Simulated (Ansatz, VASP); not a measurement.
# Be: VASP beside Ansatz

File INCAR:

```
SYSTEM = Be
PREC = Accurate
ENCUT = 600
EDIFF = 1E-6
ISMEAR = 0
SIGMA = 0.1
LREAL = .False.
LASPH = .True.
NELM = 80
ALGO = Normal
ISIF = 3
LWAVE = .False.
LCHARG = .False.
GGA = PE
IBRION = 2
NSW = 90
EDIFFG = -0.02
```

KPOINTS

```
Automatic mesh
0
Gamma
  18 18 10
  0 0 0
```

POSCAR

```
Be
1.0
    2.2853000000      0.0000000000      0.0000000000
   -1.1426500000      1.9791278553      0.0000000000
    0.0000000000      0.0000000000      3.5842000000
Be
2
Direct
    0.3333333333      0.6666666667      0.2500000000
    0.6666666667      0.3333333333      0.7500000000
```

Input for Ansatz:

```yaml
crystal:
  lattice:
    - [2.2853, 0.0, 0.0]
    - [-1.14265, 1.9791278553, 0.0]
    - [0.0, 0.0, 3.5842]
  atoms:
    - { symbol: Be, position: [0.3333333333, 0.6666666667, 0.25] }
    - { symbol: Be, position: [0.6666666667, 0.3333333333, 0.75] }
basis:
  ecutwfc: 420
kpoints:
  mp_grid: { grid: [18, 18, 10] }
hamiltonian:
  xc: pbe
scf:
  occupations: { method: gaussian, width: 0.1 }
output:
  forces: true
  stress: true
  eigenvalues: true
relax:
  adjacent_minimum: "off"
  f_tol: 0.02
  max_steps: 70
  cell: { stress_tol: 0.1 }
```

Alike in both runs: task relaxation of cell and atoms; functional PBE; k mesh 18 × 18 × 10; occupations gaussian, width 0.1 eV; no spin polarisation.

```csv
,VASP,Ansatz
version,VASP 6.6.1,Ansatz 0.2.0
potentials or method,"VASP PAW PBE potentials, release 64 (Be), cutoff 600 eV","scalar-relativistic, plane waves, PAW"
valence electrons in the cell,4,4
```

|  | VASP | Ansatz | Ansatz less VASP |
| --- | --- | --- | --- |
| gap on the k mesh at the Fermi level, each at its own relaxed structure (eV) | none | none | - |
| relaxed volume (Å³/atom) | 7.91 | 7.90 | -0.007 |
| relaxed length of the cell vector where the two differ most in proportion (Å) | 2.262 | 2.260 | -0.0015 |

A gap of «none» marks a metal or a gap that the smearing closes.
